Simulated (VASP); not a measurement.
BP (rocksalt type), 2 atoms in the cell. The structure is cubic, space group Fm-3m (No. 225). Conventional cell: a = 4.202 Å, b = 4.202 Å, c = 4.202 Å, α = 90.00°, β = 90.00°, γ = 90.00°. B (site symmetry m-3m) has 6 P at 2.10 Å within 2.8 Å. Within 2.8 Å of P (site symmetry m-3m) lie 6 B at 2.10 Å.  This cell differs from its parent crystal: volume scaled by 0.94, partial waves polarizable.

* Program: VASP 6.6.1
* Task: single point
* Functional: PBEsol
* Potentials or basis: VASP PAW PBE potentials, release 64 (B, P)
* Cutoff: 520 eV
* k mesh: 15 × 15 × 15
* Occupations: fermi-dirac, width 0.1 eV
* Spin: no spin polarisation
* Dipole correction: no
* Further INCAR settings: ALGO = Normal; EDIFF = 1e-06; NBANDS = 11

Potentials or basis: VASP PAW PBE potentials, release 64 (B, P).

The run is started by

```bash
$ cat potpaw_PBE.64/B/POTCAR potpaw_PBE.64/P/POTCAR > POTCAR
$ mpirun -np 1 vasp_std > vasp.out
```

Hardware: 1 thread of Intel Xeon 6975P-C, on a shared host.

**Question.** Estimate the wall time of this run.

**Answer.** Wall time 12 s on 1 thread of Intel Xeon 6975P-C, with other jobs on the host, peak memory 0.15 GiB. Counts: scf iterations 11, k points 120.
